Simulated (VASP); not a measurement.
# CSO4 in VASP: a series of runs

CSO4 is run at these levels: PBE; tasks: single point.

Program: VASP 6.6.1. These are calculated values, not measurements. Logs are shortened: lines on timing, memory, paths and dates and some standing lists are left out, and cuts for length are marked.

## (1) The cell of the first run

The cell holds a disordered packing, 36 atoms: a = 9.535 Å, b = 8.998 Å, c = 8.672 Å, α = 86.59°, β = 85.60°, γ = 88.78°.

## (2) Single point, PBE

Contents of INCAR:

```
  PREC = Accurate
  ENCUT = 910
  EDIFF = 1E-6
  ISMEAR = -1
  SIGMA = 0.02
  LREAL = Auto
  LASPH = T
  NELM = 120
  ALGO = Normal
  ISIF = 2
  LWAVE = F
  LCHARG = T
  GGA = PE
  LELF = T
  LVHAR = T
  NBANDS = 126
  GGA_COMPAT = F
```

Contents of KPOINTS:

```
regular mesh
0
Gamma
  1 1 1
```

Contents of POSCAR:

```
CSO4
1.0
    9.5282990000      0.0939690000      0.3472330000
    0.0939690000      8.9938290000      0.2612970000
    0.3472330000      0.2612970000      8.6607090000
C O S
6 24 6
Direct
    0.0403300562      0.1700569083      0.7912355344
    0.3711486503     -0.0313734512      0.8499561328
    0.4057269295      0.5025544307      0.8250597331
    0.8261299116      0.5440608746      0.7247650231
    0.6253705185      0.1215952901      0.1260148833
    0.8209641498      0.3784945997      0.2385756930
    0.0964694699      0.2828017713      0.7595345095
   -0.0164166855      0.0605470135      0.8231750613
    0.3104949718     -0.0113722371      0.7374866689
    0.4182502832     -0.0578580028      0.9688684635
    0.4103460454      0.3726304897      0.8334014089
    0.4027206620      0.6323643621      0.8070502295
    0.7071940228      0.5427760082      0.6950369947
    0.9399483580      0.5380388247      0.7690283764
    0.6940500755      0.0388022757      0.1970928699
    0.5642448170      0.2093860428      0.0550952162
    0.7912014967      0.4231274259      0.3609527585
    0.8554870118      0.3345895849      0.1169903554
    0.5411063730      0.6615646940      0.2240861737
    0.5999940486      0.7925733030      0.4590577100
    0.1170753384      0.9140875874      0.1085014212
   -0.0232574003      0.9570475284      0.3561604586
    0.8380560955      0.1940298276      0.5892819925
    0.6276210011      0.0761930116      0.7124313115
    0.1632249474      0.5314578881      0.2499858337
    0.1864219408      0.2790037832      0.1388067996
    0.7405791612      0.7991144124     -0.1159211933
    0.8736576636      0.6732555614      0.0978115729
    0.4519537169      0.3058094327      0.4559279925
    0.2886813082      0.0938530871      0.4243228578
    0.5129719564      0.6909703988      0.3862536793
    0.1092292604      0.9064694937      0.2763300599
    0.7409276513      0.0772321068      0.5922892630
    0.2452960540      0.4279791749      0.1507030707
    0.7806457980      0.7984781897      0.0415894429
    0.3191409040      0.2284371169      0.5024408294
```

Potentials or basis: VASP PAW PBE potentials, release 64 (C_h, O_h, S).

Run with:

```console
$ cat potpaw_PBE.64/C_h/POTCAR potpaw_PBE.64/O_h/POTCAR potpaw_PBE.64/S/POTCAR > POTCAR
$ mpirun -np 1 vasp_gam > vasp.out
```

OUTCAR:

```text
PREC = Accurate
   ENCUT = 910
   EDIFF = 1E-6
   ISMEAR = -1
   LREAL = Auto
   LASPH = T
   NELM = 120
   ISIF = 2
   GGA = PE

 ion  position               nearest neighbor table
   1  0.040  0.170  0.791-   8 1.14   7 1.17
   2  0.371  0.969  0.850-  10 1.17   9 1.17
   3  0.406  0.503  0.825-  11 1.17  12 1.17
   4  0.826  0.544  0.725-  14 1.18  13 1.18
   5  0.625  0.122  0.126-  16 1.15  15 1.16
   6  0.821  0.378  0.239-  18 1.17  17 1.17
   7  0.096  0.283  0.760-   1 1.17
   8  0.984  0.061  0.823-   1 1.14
   9  0.310  0.989  0.737-   2 1.17
  10  0.418  0.942  0.969-   2 1.17
  11  0.410  0.373  0.833-   3 1.17
  12  0.403  0.632  0.807-   3 1.17
[... 16 lines left out ...]
  29  0.452  0.306  0.456-  36 1.48
  30  0.289  0.094  0.424-  36 1.47
  31  0.513  0.691  0.386-  19 1.45  20 1.45
  32  0.109  0.906  0.276-  21 1.45  22 1.47
  33  0.741  0.077  0.592-  23 1.41  24 1.44
  34  0.245  0.428  0.151-  26 1.48  25 1.48
  35  0.781  0.798  0.042-  27 1.45  28 1.50
  36  0.319  0.228  0.502-  30 1.47  29 1.48

  LATTYP: Found a triclinic cell.
 ALAT       =     8.9981146012
 B/A-ratio  =     1.3468432909
 C/A-ratio  =     1.8352838669
 COS(alpha) =     0.0062967366
 COS(beta)  =     0.5884625266
 COS(gamma) =     0.6998747083

  Lattice vectors:

 A1 = (  -0.0939690000,  -8.9938290000,  -0.2612970000)
 A2 = (   0.2532640000,  -8.7325320000,   8.3994120000)
 A3 = (  -9.9695010000,  -9.3490950000,  -9.2692390000)

Analysis of symmetry for initial positions (statically):
=====================================================================
 Subroutine PRICEL returns:
 Original cell was already a primitive cell.

 Routine SETGRP: Setting up the symmetry group for a
 triclinic supercell.

 Subroutine GETGRP returns: Found  1 space group operations
 (whereof  1 operations were pure point group operations)
 out of a pool of  2 trial point group operations.

The static configuration has the point symmetry C_1 .

Analysis of symmetry for dynamics (positions and initial velocities):
=====================================================================
 Subroutine PRICEL returns:
 Original cell was already a primitive cell.

 Routine SETGRP: Setting up the symmetry group for a
 triclinic supercell.

 Subroutine GETGRP returns: Found  1 space group operations
 (whereof  1 operations were pure point group operations)
 out of a pool of  2 trial point group operations.

The dynamic configuration has the point symmetry C_1 .

 Subroutine INISYM returns: Found  1 space group operations
 (whereof  1 operations are pure point group operations),
 and found     1 'primitive' translations

----------------------------------------------------------------------------------------

                                     Primitive cell

  volume of cell :     740.3928

  direct lattice vectors                    reciprocal lattice vectors
     9.528299000  0.093969000  0.347233000     0.105112663 -0.000976653 -0.004184806
     0.093969000  8.993829000  0.261297000    -0.000976653  0.111293969 -0.003318626
     0.347233000  0.261297000  8.660709000    -0.004184806 -0.003318626  0.115731893

  length of vectors
     9.535086930  8.998114601  8.671604653     0.105200467  0.111347719  0.115855069

  position of ions in fractional coordinates (direct lattice)
     0.040330056  0.170056908  0.791235534
     0.371148650  0.968626549  0.849956133
     0.405726929  0.502554431  0.825059733
     0.826129912  0.544060875  0.724765023
     0.625370518  0.121595290  0.126014883
     0.820964150  0.378494600  0.238575693
[... 28 lines left out ...]
     0.780645798  0.798478190  0.041589443
     0.319140904  0.228437117  0.502440829

  ion indices of the primitive-cell ions
   primitive index   ion index
                 1           1
                 2           2
                 3           3
                 4           4
                 5           5
                 6           6
[... 28 lines left out ...]
                35          35
                36          36

----------------------------------------------------------------------------------------

 KPOINTS: regular mesh

Automatic generation of k-mesh.
 Grid dimensions read from file:
 generate k-points for:    1    1    1

 Generating k-lattice:

  Cartesian coordinates                     Fractional coordinates (reciprocal lattice)
     0.105112663 -0.000976653 -0.004184806     1.000000000  0.000000000  0.000000000
    -0.000976653  0.111293969 -0.003318626     0.000000000  1.000000000  0.000000000
    -0.004184806 -0.003318626  0.115731893    -0.000000000  0.000000000  1.000000000

  Length of vectors
     0.105200467  0.111347719  0.115855069

  Shift w.r.t. Gamma in fractional coordinates (k-lattice)
     0.000000000  0.000000000  0.000000000

 Subroutine IBZKPT returns following result:
 ===========================================

 Found      1 irreducible k-points:

 Following reciprocal coordinates:
            Coordinates               Weight
  0.000000  0.000000  0.000000      1.000000
   k-points           NKPTS =      1   k-points in BZ     NKDIM =      1   number of bands    NBANDS=    126
   number of dos      NEDOS =    301   number of ions     NIONS =     36
   total plane-waves  NPLWV = 777600
   dimension x,y,z NGX =    96 NGY =   90 NGZ =   90
   dimension x,y,z NGXF=   192 NGYF=  180 NGZF=  180
   ions per type =               6  24   6
   NGX,Y,Z   is equivalent  to a cutoff of  16.74, 16.63, 17.25 a.u.
   NGXF,Y,Z  is equivalent  to a cutoff of  33.48, 33.26, 34.51 a.u.
 SYSTEM =  unknown system
   PREC   = accura    normal or accurate (medium, high low for compatibility)
   ISTART =      0    job   : 0-new  1-cont  2-samecut
   ICHARG =      2    charge: 1-file 2-atom 10-const
   ISPIN  =      1    spin polarized calculation?
   LNONCOLLINEAR =      F non collinear calculations
   LSORBIT =      F    spin-orbit coupling
   LASPH  =      T    aspherical Exc in radial PAW
   ENCUT  =  910.0 eV  66.88 Ry    8.18 a.u.  23.45 22.13 21.33*2*pi/ulx,y,z
   NELM   =    120;   NELMIN=  2; NELMDL= -5     # of ELM steps
   EDIFF  = 0.1E-05   stopping-criterion for ELM
   LREAL  =      T    real-space projection
   EDIFFG = 0.1E-04   stopping-criterion for IOM
   NSW    =      0    number of steps for IOM
   IBRION =     -1    ionic relax: 0-MD 1-quasi-New 2-CG
   NFREE  =      0    steps in history (QN), initial steepest desc. (CG)
   ISIF   =      2    stress and relaxation
   ISYM   =      2    0-nonsym 1-usesym 2-fastsym
   POTIM  = 0.5000    time-step for ionic-motion
   TEBEG  =    0.0;   TEEND  =   0.0 temperature during run
   PSTRESS=    0.0 pullay stress
   NELECT =     204.0000    total number of electrons
   NUPDOWN=      -1.0000    fix difference up-down
   EMIN   =  10.00;   EMAX   =-10.00  energy-range for DOS
   EFERMI =   0.00;   METHOD = LEGACY
   ISMEAR =    -1;   SIGMA  =   0.02  broadening in eV -4-tet -1-fermi 0-gaus
   EFERMI_NEDOS =   21; number of points for ismear=-14 and -15
   IALGO  =     38    algorithm
   IMIX   =      4    mixing-type and parameters
     AMIX     =   0.40;   BMIX     =  1.00
     AMIX_MAG =   1.60;   BMIX_MAG =  1.00
  volume/ion in A,a.u.               =      20.57       138.79
  Fermi-wavevector in a.u.,A,eV,Ry     =   1.065281  2.013089 15.440211  1.134823
  Thomas-Fermi vector in A             =   2.200827
   LORBIT       =      0    0 simple, 1 ext, 2 COOP (PROOUT), +10 PAW based schemes
   GGA     = PE    functional components
   LHFCALC =     F    Hartree Fock is set to
   AEXX    =    0.0000 exact exchange contribution
   IVDW    =     0    specifies the selected vdW correction
   LEPSILON=     F    determine dielectric tensor
   LRPA    =     F    only Hartree local field effects (RPA)
 non-spin polarized calculation
  energy-cutoff  :      910.00
  volume of cell :      740.39
 maximum number of plane-waves:     23079
 NGX is ok and might be reduce to    96
   NGX = 47   NGY = 45   NGZ = 43

 number of electron     204.0000000 magnetization

 Free energy of the ion-electron system (eV)
  ---------------------------------------------------
  ext. energy  EPLUGINS =         0.00000000
  ---------------------------------------------------
  free energy    TOTEN  =      -242.13233653 eV

  energy without entropy =     -242.13233653  energy(sigma->0) =     -242.13233653

 E-fermi :  -1.9622     XC(G=0):  -6.8692

 val. band max:       -2.5384209850   @ k =   0.0000   0.0000   0.0000
 cond. band min:      -0.1578777033   @ k =   0.0000   0.0000   0.0000
 fundamental gap:      2.3805432817
 Fermi energy:        -1.9621524493

 k-point     1 :       0.0000    0.0000    0.0000
  band No.  band energies     occupation
      1     -24.4473      2.00000
      2     -24.3800      2.00000
      3     -24.3078      2.00000
      4     -24.1591      2.00000
      5     -24.0802      2.00000
      6     -24.0486      2.00000
[... 106 lines left out ...]
    113       4.0760      0.00000
    114       4.3131      0.00000
 [bands above 114 left out]

------------------------ aborting loop because EDIFF is reached ----------------------------------------

  FORCE on cell =-STRESS in cart. coord.  units (eV):
  Direction    XX          YY          ZZ          XY          YZ          ZX
  --------------------------------------------------------------------------------------
  -------------------------------------------------------------------------------------
  Total       -1.0025291      3.5599320      2.9074692      1.3477026     -3.3468078     -0.1675823
  in kB       -2.1694288      7.7035355      6.2916348      2.9163689     -7.2423443     -0.3626406
  external PRESSURE =       3.9419138 kB  Pullay stress =       0.0000000 kB

 VOLUME and BASIS-vectors are now :
 -----------------------------------------------------------------------------
  energy-cutoff  :      910.00
  volume of cell :      740.39
      direct lattice vectors                 reciprocal lattice vectors
     9.528299000  0.093969000  0.347233000     0.105112663 -0.000976653 -0.004184806
     0.093969000  8.993829000  0.261297000    -0.000976653  0.111293969 -0.003318626
     0.347233000  0.261297000  8.660709000    -0.004184806 -0.003318626  0.115731893

 POSITION                                       TOTAL-FORCE (eV/Angst)
 -----------------------------------------------------------------------------------
      0.67500      1.74000      6.91110         0.852184      1.838697     -0.225366
      3.92257      8.96863      7.74320        -0.700413     -0.400083      0.308105
      4.19960      4.77360      7.41780         0.233174      0.215876     -0.721742
      8.17440      5.16020      6.70600        -0.506237     -0.410181      0.780545
      6.01390      1.18530      1.34030         0.760845     -0.168057      0.486704
      7.94080      3.54360      2.45020         0.436488      0.279816      0.100248
[... 28 lines left out ...]
      7.52770      7.26560      0.83990         1.791254     -2.205075      0.699043
      3.23680      2.21580      4.52200         0.800646     -0.295913     -0.724976
 -----------------------------------------------------------------------------------
    total drift:                               -0.005042     -0.002577      0.003331

  FREE ENERGIE OF THE ION-ELECTRON SYSTEM (eV)
  ---------------------------------------------------
  free  energy   TOTEN  =      -242.1323365260 eV

  energy  without entropy=     -242.1323365260  energy(sigma->0) =     -242.13233653
```

It took 3.9 min on 1 thread of Intel Xeon 6975P-C (Granite Rapids), shared host; peak memory 1.2 GiB.

Results:

* Free energy: -242.1323 eV
* Pressure: 0.4 GPa
* Largest force: 2.926 eV/Å
* Band gap on the k mesh: 2.38 eV

Forces in eV/Å, atoms in the order of the input:
```
C    0.852  1.839 -0.225
C   -0.700 -0.400  0.308
C    0.233  0.216 -0.722
C   -0.506 -0.410  0.781
C    0.761 -0.168  0.487
C    0.436  0.280  0.100
O    0.398  0.330 -0.064
O   -1.130 -2.391  0.668
O    0.395  0.117  0.062
O    0.369  0.105 -0.100
O   -0.093 -0.246  0.174
O   -0.141  0.119  0.275
O    1.173  0.079 -0.131
O   -0.737  0.345 -0.787
O    0.205 -0.442  0.867
O   -1.285  1.274 -0.988
O   -0.214  0.022 -0.090
O   -0.149 -0.155 -0.117
O    0.103  0.126  0.022
O   -0.277 -0.358 -0.540
O    0.082  0.011  0.252
O    1.127 -0.412 -0.465
O    1.314  1.513 -0.112
O   -0.290 -0.015  0.117
O    0.872 -0.932 -0.790
O    0.745  1.499  0.175
O    0.034 -0.061 -0.038
O   -1.473  1.770 -0.873
O   -1.082 -0.720  0.105
O    0.510  1.102  0.405
S    0.033  0.167  0.575
S   -1.265  0.217  0.189
S   -1.194 -1.421 -0.164
S   -1.698 -0.499  0.673
S    1.791 -2.205  0.699
S    0.801 -0.296 -0.725
```

Caveat: the k points lie up to 0.73 Å⁻¹ apart; the cutoff is under 1.25 times the usual one of these potentials, so pressure, stress and relaxed cells hold a basis-set (Pulay) error; the atoms stand as in a frame of molecular dynamics.

(Continued in part 2 of 2.)
